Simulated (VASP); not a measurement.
Write the native input for VASP 6.6.1 that does the following.

| Quantity | Value |
| --- | --- |
| Task | single point |
| Functional | PBE |
| Potentials or basis | VASP PAW PBE potentials, release 64 (Ir, F) |
| Cutoff | 520 eV |
| k mesh | 4 × 4 × 1 |
| Occupations | gaussian, width 0.1 eV |
| Spin | no spin polarisation |
| Dipole correction | no |
| Further INCAR settings | ALGO = Normal; EDIFF = 1e-06; NBANDS = 70 |

The structure of Ir12F lies in POSCAR:

```
Ir12F
1.0
    5.4305800000      0.0000000000      0.0000000000
    2.7152900000      4.7030200000      0.0000000000
    0.0000000000      0.0000000000     16.4340500000
Ir F
12 1
Direct
    0.1666666312      0.1666667375      0.0608492733
    0.6666666312      0.1666667375      0.0608492733
    0.1666666312      0.6666667375      0.0608492733
    0.6666666312      0.6666667375      0.0608492733
   -0.1722917303      0.3350047416      0.1935272194
    0.3243358821      0.3361442222      0.1955232581
   -0.1722205767      0.8334821030      0.1940689605
    0.3273551123      0.8346043606      0.1933373088
   -0.0068403958     -0.0003784802      0.3255944213
    0.4892271554      0.0038602855      0.3255151956
   -0.0123030580      0.5021296954      0.3308200352
    0.4882208109      0.5020969505      0.3255949081
    0.9071606833      0.5183911614      0.4485497488
```

One way to write it, as run:

INCAR

```
SYSTEM = Ir12F
PREC     = Accurate       ! precision mode
ENCUT    = 520            ! plane-wave cutoff, eV
EDIFF    = 1E-6           ! SCF threshold, eV
ISMEAR   = 0              ! smearing method
SIGMA    = 0.1            ! smearing width, eV
LREAL    = .False.        ! projectors in reciprocal space
LASPH    = .True.         ! aspherical terms in the spheres
NELM     = 60             ! most SCF steps
ALGO     = Normal         ! electronic algorithm
ISIF     = 2              ! what is computed and relaxed
LWAVE    = .False.        ! write WAVECAR
LCHARG   = .False.        ! write CHGCAR
GGA      = PE             ! functional
NBANDS   = 70             ! bands
```

KPOINTS

```
regular mesh
0
Gamma
  4 4 1
  0 0 0
```

Potentials or basis: VASP PAW PBE potentials, release 64 (Ir, F).

The run is started by

```sh
$ cat potpaw_PBE.64/Ir/POTCAR potpaw_PBE.64/F/POTCAR > POTCAR
$ mpirun -np 1 vasp_std > vasp.out
```

Results of the run:

```yaml
Largest_force: 0.312 eV/Å
Band_gap_on_the_k_mesh: zero (an odd number of electrons rules out a gap without spin polarisation)
```

Caveat: there is no dipole correction, which matters where the two faces differ; spin-orbit coupling is left out, which moves the levels of the heavy elements.

It took 26 min on 1 thread of Intel Xeon 8259CL (shared host), peak memory 0.61 GiB.
